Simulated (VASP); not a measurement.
Set up this calculation in VASP 6.6.1, as the native input.

* Task: single point
* Functional: LDA
* Potentials or basis: VASP PAW LDA potentials, release 64 (Mg, O)
* Cutoff: 520 eV
* k mesh: 9 × 9 × 6
* Occupations: fermi-dirac, width 0.05 eV
* Spin: no spin polarisation
* Dipole correction: no
* Further INCAR settings: ALGO = Normal; EDIFF = 1e-06; NBANDS = 16

The structure of MgO lies in POSCAR:

```
MgO
1.0
    3.2855864049      0.0000000000      0.0000000000
   -1.6427932025      2.8454012930      0.0000000000
    0.0000000000      0.0000000000      4.9494385035
Mg O
2 2
Direct
    0.6666666667      0.3333333333      0.5021597400
    0.3333333333      0.6666666667      0.0021597400
    0.6666666667      0.3333333333      0.9024402600
    0.3333333333      0.6666666667      0.4024402600
```

This cell differs from its parent crystal: volume scaled by 0.98.

These files were run (other wordings do the same):

INCAR

```
SYSTEM = MgO
ALGO = Normal ; EDIFF = 1E-6
ENCUT = 520 ; GGA = CA
ISIF = 2 ; ISMEAR = -1
LASPH = .TRUE. ; LCHARG = .FALSE.
LREAL = .FALSE. ; LWAVE = .FALSE.
NBANDS = 16 ; NELM = 60
PREC = Accurate ; SIGMA = 0.05
```

KPOINTS

```
k-points
0
G
  9 9 6
  0 0 0
```

Potentials or basis: VASP PAW LDA potentials, release 64 (Mg, O).

Launch:

```console
$ cat potpaw_LDA.64/Mg/POTCAR potpaw_LDA.64/O/POTCAR > POTCAR
$ mpirun -np 1 vasp_std > vasp.out
```

Results of the run:

The pressure is -3.0 GPa. The largest force is 0.027 eV/Å. The band gap on the k mesh is 3.47 eV, direct.

Run time: 33 s on 1 thread of Intel Xeon 8259CL, with other jobs on the host, peak memory 0.16 GiB.
